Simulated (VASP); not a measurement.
# Ti3Al (P-6m2) in VASP: a series of runs

Ti3Al is run at these levels: PBE; tasks: single point, relaxation of cell and atoms.

All numbers are computed with VASP 6.6.1; they aren't measurements. Logs are shortened: lines on timing, memory, paths and dates and some standing lists are left out, and cuts for length are marked.

## (1) The cell of the first run

Symmetry: P-6m2, No. 187, hexagonal system. Conventional cell: a = 2.930 Å, b = 2.930 Å, c = 9.232 Å, α = 90.00°, β = 90.00°, γ = 120.00°. Within 3.8 Å of Ti (site symmetry -6m2) lie 12 Ti at 2.86 to 2.93 Å. Within 3.8 Å of Ti (site symmetry 3m) lie 9 Ti at 2.86 to 2.93 Å and 3 Al at 2.86 Å. Al (site symmetry -6m2) has 6 Ti at 2.86 Å and 6 Al at 2.93 Å within 3.8 Å.

## (2) Single point, PBE

INCAR

```
SYSTEM = Ti3Al
PREC = Accurate
ENCUT = 520
EDIFF = 1E-6
ISMEAR = 0
SIGMA = 0.15
LREAL = .False.
LASPH = .True.
NELM = 80
ALGO = Fast
ISIF = 2
LWAVE = .False.
LCHARG = .True.
GGA = PE
LELF = .True.
LVHAR = .True.
NBANDS = 28
```

KPOINTS

```
Automatic mesh
0
Gamma
  18 18 6
  0 0 0
```

POSCAR

```
Ti3Al
1.0
    2.9297375378      0.0000000000      0.0000000000
   -1.4648687689      2.5372271341      0.0000000000
    0.0000000000      0.0000000000      9.2315308735
Ti Al
3 1
Direct
    0.6666666667      0.3333333333      0.0000000000
    0.3333333333      0.6666666667      0.7504575700
    0.3333333333      0.6666666667      0.2495424300
    0.6666666667      0.3333333333      0.5000000000
```

Potentials or basis: VASP PAW PBE potentials, release 64 (Ti_sv, Al).

Command:

```sh
cat potpaw_PBE.64/Ti_sv/POTCAR potpaw_PBE.64/Al/POTCAR > POTCAR
mpirun -np 1 vasp_std > vasp.out
```

OUTCAR:

```text
SYSTEM = Ti3Al
   PREC = Accurate
   ENCUT = 520
   EDIFF = 1E-6
   ISMEAR = 0
   LREAL = .False.
   LASPH = .True.
   NELM = 80
   ISIF = 2
   GGA = PE

 ion  position               nearest neighbor table
   1  0.667  0.333  0.000-   2 2.86   3 2.86   2 2.86   3 2.86   2 2.86   3 2.86
   2  0.333  0.667  0.750-   1 2.86   1 2.86   1 2.86   4 2.86   4 2.86   4 2.86
   3  0.333  0.667  0.250-   1 2.86   1 2.86   1 2.86   4 2.86   4 2.86   4 2.86
   4  0.667  0.333  0.500-   2 2.86   3 2.86   2 2.86   3 2.86   2 2.86   3 2.86

  LATTYP: Found a hexagonal cell.
 ALAT       =     2.9297375378
 C/A-ratio  =     3.1509753875

  Lattice vectors:

 A1 = (   2.9297375378,   0.0000000000,   0.0000000000)
 A2 = (  -1.4648687689,   2.5372271341,   0.0000000000)
 A3 = (   0.0000000000,   0.0000000000,   9.2315308735)

Analysis of symmetry for initial positions (statically):
=====================================================================
 Subroutine PRICEL returns:
 Original cell was already a primitive cell.

 Routine SETGRP: Setting up the symmetry group for a
 hexagonal supercell.

 Subroutine GETGRP returns: Found 12 space group operations
 (whereof 12 operations were pure point group operations)
 out of a pool of 24 trial point group operations.

The static configuration has the point symmetry D_3h.

Analysis of symmetry for dynamics (positions and initial velocities):
=====================================================================
 Subroutine PRICEL returns:
 Original cell was already a primitive cell.

 Routine SETGRP: Setting up the symmetry group for a
 hexagonal supercell.

 Subroutine GETGRP returns: Found 12 space group operations
 (whereof 12 operations were pure point group operations)
 out of a pool of 24 trial point group operations.

The dynamic configuration has the point symmetry D_3h.

 Subroutine INISYM returns: Found 12 space group operations
 (whereof 12 operations are pure point group operations),
 and found     1 'primitive' translations

----------------------------------------------------------------------------------------

                                     Primitive cell

  volume of cell :      68.6218

  direct lattice vectors                    reciprocal lattice vectors
     2.929737538  0.000000000  0.000000000     0.341327504  0.197065526  0.000000000
    -1.464868769  2.537227134  0.000000000     0.000000000  0.394131052  0.000000000
     0.000000000  0.000000000  9.231530874     0.000000000  0.000000000  0.108324395

  length of vectors
[... 84 lines left out ...]
   ENCUT  =  520.0 eV  38.22 Ry    6.18 a.u.   5.45  5.45 17.16*2*pi/ulx,y,z
   NELM   =     80;   NELMIN=  2; NELMDL= -5     # of ELM steps
   EDIFF  = 0.1E-05   stopping-criterion for ELM
   LREAL  =      F    real-space projection
   EDIFFG = 0.1E-04   stopping-criterion for IOM
   NSW    =      0    number of steps for IOM
   IBRION =     -1    ionic relax: 0-MD 1-quasi-New 2-CG
   NFREE  =      0    steps in history (QN), initial steepest desc. (CG)
   ISIF   =      2    stress and relaxation
   ISYM   =      2    0-nonsym 1-usesym 2-fastsym
   POTIM  = 0.5000    time-step for ionic-motion
   TEBEG  =    0.0;   TEEND  =   0.0 temperature during run
   PSTRESS=    0.0 pullay stress
   NELECT =      39.0000    total number of electrons
   NUPDOWN=      -1.0000    fix difference up-down
   EMIN   =  10.00;   EMAX   =-10.00  energy-range for DOS
   EFERMI =   0.00;   METHOD = LEGACY
   ISMEAR =     0;   SIGMA  =   0.15  broadening in eV -4-tet -1-fermi 0-gaus
   EFERMI_NEDOS =   21; number of points for ismear=-14 and -15
   IALGO  =     68    algorithm
   IMIX   =      4    mixing-type and parameters
     AMIX     =   0.40;   BMIX     =  1.00
     AMIX_MAG =   1.60;   BMIX_MAG =  1.00
  volume/ion in A,a.u.               =      17.16       115.77
  Fermi-wavevector in a.u.,A,eV,Ry     =   1.356050  2.562563 25.019375  1.838872
  Thomas-Fermi vector in A             =   2.483086
   LORBIT       =      0    0 simple, 1 ext, 2 COOP (PROOUT), +10 PAW based schemes
   GGA     = PE    functional components
   LHFCALC =     F    Hartree Fock is set to
   AEXX    =    0.0000 exact exchange contribution
   IVDW    =     0    specifies the selected vdW correction
   LEPSILON=     F    determine dielectric tensor
   LRPA    =     F    only Hartree local field effects (RPA)
 non-spin polarized calculation
 RMM-DIIS sequential band-by-band and
 Gauss-broadening in eV      SIGMA  =   0.15
  energy-cutoff  :      520.00
  volume of cell :       68.62
 maximum number of plane-waves:      1907
 NGX is ok and might be reduce to    24
   NGX = 11   NGY = 11   NGZ = 35

 number of electron      38.9999989 magnetization

 Free energy of the ion-electron system (eV)
  ---------------------------------------------------
  ext. energy  EPLUGINS =         0.00000000
  ---------------------------------------------------
  free energy    TOTEN  =       -27.79134243 eV

  energy without entropy =      -27.74815173  energy(sigma->0) =      -27.76974708

 E-fermi :   7.9648     XC(G=0): -11.1852

 val. band max:        7.9603403813   @ k =   0.2222   0.0000   0.3333
 cond. band min:       7.9695615510   @ k =   0.2222   0.0000   0.5000
 fundamental gap:      0.0092211698
 Fermi energy:         7.9648233770

 k-point     1 :       0.0000    0.0000    0.0000
  band No.  band energies     occupation
      1     -48.7701      2.00000
      2     -48.7204      2.00000
      3     -48.6655      2.00000
      4     -25.2824      2.00000
      5     -25.0359      2.00000
      6     -24.7523      2.00000
[... 733 lines left out ...]
     27      10.9213      0.00000
     28      11.2826      0.00000

 [... further k-points ...]
[... 5 lines left out ...]
  --------------------------------------------------------------------------------------
  -------------------------------------------------------------------------------------
  Total       -0.0701427     -0.0701427     -0.0399977     -0.0000000      0.0000000      0.0000000
  in kB       -1.6376877     -1.6376877     -0.9338632     -0.0000000      0.0000000      0.0000000
  external PRESSURE =      -1.4030796 kB  Pullay stress =       0.0000000 kB

 VOLUME and BASIS-vectors are now :
 -----------------------------------------------------------------------------
  energy-cutoff  :      520.00
  volume of cell :       68.62
      direct lattice vectors                 reciprocal lattice vectors
     2.929737538  0.000000000  0.000000000     0.341327504  0.197065526  0.000000000
    -1.464868769  2.537227134  0.000000000     0.000000000  0.394131052  0.000000000
     0.000000000  0.000000000  9.231530874     0.000000000  0.000000000  0.108324395

 POSITION                                       TOTAL-FORCE (eV/Angst)
 -----------------------------------------------------------------------------------
      1.46487      0.84574      0.00000        -0.000000      0.000000      0.000000
     -0.00000      1.69148      6.92787         0.000000      0.000000      0.003103
     -0.00000      1.69148      2.30366         0.000000     -0.000000     -0.003103
      1.46487      0.84574      4.61577        -0.000000      0.000000      0.000000
 -----------------------------------------------------------------------------------
    total drift:                                0.000000     -0.000000      0.000000

  FREE ENERGIE OF THE ION-ELECTRON SYSTEM (eV)
  ---------------------------------------------------
  free  energy   TOTEN  =       -27.7913424305 eV

  energy  without entropy=      -27.7481517318  energy(sigma->0) =      -27.76974708
```

OSZICAR:

```text
N       E                     dE             d eps       ncg     rms          rms(c)
DAV:   1     0.468737117796E+03    0.46874E+03   -0.19557E+04  8288   0.162E+03
DAV:   2     0.263114185986E+02   -0.44243E+03   -0.43442E+03  8352   0.496E+02
DAV:   3    -0.257761213733E+02   -0.52088E+02   -0.50856E+02 14384   0.143E+02
[... 33 lines left out ...]
RMM:  37    -0.277913373748E+02   -0.15400E-05   -0.22380E-05  9494   0.168E-02    0.175E-03
RMM:  38    -0.277913392456E+02   -0.18708E-05   -0.20645E-05  8678   0.149E-02    0.991E-04
RMM:  39    -0.277913404564E+02   -0.12108E-05   -0.15049E-05  8531   0.138E-02    0.460E-04
RMM:  40    -0.277913416537E+02   -0.11973E-05   -0.14419E-05  8086   0.125E-02    0.534E-04
RMM:  41    -0.277913424305E+02   -0.77679E-06   -0.95530E-06  7598   0.116E-02
   1 F= -.27791342E+02 E0= -.27769747E+02  d E =-.431907E-01
```

Run time: 6.7 min. Hardware: 1 thread of Intel Xeon 6975P-C (Granite Rapids), shared host; peak memory 0.36 GiB.

What came out:

```
Free energy   : -27.7913 eV
Pressure      : -0.1 GPa
Largest force : 0.003 eV/Å
```

Forces on the atoms (eV/Å):
```
Ti   0.000  0.000  0.000
Ti   0.000  0.000  0.003
Ti   0.000  0.000 -0.003
Al   0.000  0.000  0.000
```

## (3) Relaxation of cell and atoms, PBE

This run uses another cell than the first one, of 17.12 Å³/atom, 0.998 times its volume.

INCAR

```
SYSTEM = Ti3Al
  PREC = Accurate
  ENCUT = 600
  EDIFF = 1E-6
  ISMEAR = 0
  SIGMA = 0.1
  LREAL = .FALSE.
  LASPH = .TRUE.
  NELM = 100
  ALGO = Fast
  ISIF = 3
  LWAVE = .FALSE.
  LCHARG = .FALSE.
  GGA = PE
  IBRION = 2
  NSW = 100
  EDIFFG = -0.005
```

KPOINTS

```
Automatic mesh
0
G
  18 18 6
  0 0 0
```

POSCAR

```
Ti3Al
1.0
    2.9275422229      0.0000000000      0.0000000000
   -1.4637711114      2.5353259357      0.0000000000
    0.0000000000      0.0000000000      9.2263620000
Ti Al
3 1
Direct
    0.6666666700      0.3333333300      0.0000000000
    0.3333333300      0.6666666700      0.7505940000
    0.3333333300      0.6666666700      0.2494060000
    0.6666666700      0.3333333300      0.5000000000
```

Potentials or basis: VASP PAW PBE potentials, release 64 (Ti_sv, Al).

Command:

```sh
cat potpaw_PBE.64/Ti_sv/POTCAR potpaw_PBE.64/Al/POTCAR > POTCAR
mpirun -np 1 vasp_std > vasp.out
```

Wall time 8 min (1 thread of Intel Xeon 6975P-C (Granite Rapids), shared host); peak memory 0.39 GiB.

Results (log left out):

```
Free energy                            : -27.7791 eV
Relaxed volume                         : 17.14 Å³/atom
Relaxed cell                           : a = 2.929 Å, b = 2.929 Å, c = 9.230 Å, α = 90.00°, β = 90.00°, γ = 120.00°
Space group after relaxing (to 0.05 Å) : P-6m2 (No. 187)
Energy gained by relaxing              : 0.0 meV/atom
Ionic steps                            : 2
Pressure after relaxing                : 0.0 GPa
Largest force after relaxing           : 0.003 eV/Å
```

Forces on the atoms (eV/Å):
```
Ti   0.000  0.000  0.000
Ti   0.000  0.000 -0.003
Ti   0.000  0.000  0.003
Al   0.000  0.000  0.000
```

Final structure:
```yaml
crystal:
  lattice:
    - [2.92866, 0.00000, 0.00000]
    - [-1.46433, 2.53629, 0.00000]
    - [0.00000, 0.00000, 9.23005]
  atoms:
    - { symbol: Ti, position: [0.66667, 0.33333, 0.00000] }
    - { symbol: Ti, position: [0.33333, 0.66667, 0.75057] }
    - { symbol: Ti, position: [0.33333, 0.66667, 0.24943] }
    - { symbol: Al, position: [0.66667, 0.33333, 0.50000] }
```

Levels at points of the mesh, in eV from the Fermi level:
| k point | band 17 | band 18 | band 19 | band 20 | band 21 | band 22 | band 23 |
| --- | --- | --- | --- | --- | --- | --- | --- |
| (0.00, 0.00, 0.00) | -0.76 | 0.47 | 0.74 | 0.83 | 0.83 | 0.92 | 0.92 |
| (0.50, 0.00, 0.00) | -1.44 | -1.20 | -0.64 | -0.39 | 0.91 | 0.99 | 1.12 |
| (0.00, 0.00, 0.50) | -1.00 | 0.43 | 0.77 | 0.83 | 0.83 | 0.91 | 0.91 |
| (0.50, 0.00, 0.50) | -1.53 | -1.19 | -0.92 | -0.05 | 0.87 | 0.88 | 1.06 |
